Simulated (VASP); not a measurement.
Runs of VASP 6.6.1 on CaSe. The structure is that of space group Fm-3m (No. 225), or close to it. The cells are those of the table. 

```csv
task,level,cell,k mesh,cutoff (eV),smearing,gap on the mesh (eV),pressure (GPa),relaxed volume (Å³/atom)
relaxation of cell and atoms,r2SCAN,"relaxed from a = 4.214 Å, angles 60.0°, 2 atoms",6 × 6 × 6,600,fermi-dirac 0.02 eV,(a),0.0,26.25
single point,PBE,"a = 4.214 Å, angles 60.0°, 2 atoms",6 × 6 × 6,520,fermi-dirac 0.02 eV,2.08,0.1,-
single point,PBE,"a = 4.197 Å, angles 60.0°, 2 atoms",8 × 8 × 8,520,fermi-dirac 0.02 eV,2.05,0.7,-
single point,r2SCAN,"a = 4.197 Å, angles 60.0°, 2 atoms",6 × 6 × 6,520,fermi-dirac 0.02 eV,2.52,0.2,-
relaxation of cell and atoms,PBE,"relaxed from a = 4.268 Å, angles 60.0°, 2 atoms",6 × 6 × 6,600,fermi-dirac 0.02 eV,2.08,0.0,26.54
single point,r2SCAN,"a = 4.197 Å, angles 60.0°, 2 atoms",8 × 8 × 8,520,gaussian 0.01 eV,2.52,0.2,-
single point,PBE,"a = 4.197 Å, angles 60.0°, 2 atoms",4 × 4 × 4,520,gaussian 0.01 eV,(c),(b),-
```

Alike in all rows: potentials or basis VASP PAW PBE potentials, release 64 (Ca_sv, Se); no spin polarisation.

Q: Estimate the missing entries.

A: (a) 2.53; (b) 0.9; (c) 2.04.

Caveats: some runs use coarse meshes; the PAW data sets were made with another functional, which shifts forces and pressure a little (some runs).

A k mesh can miss the band edges, and the runs leave out spin-orbit coupling on Se.
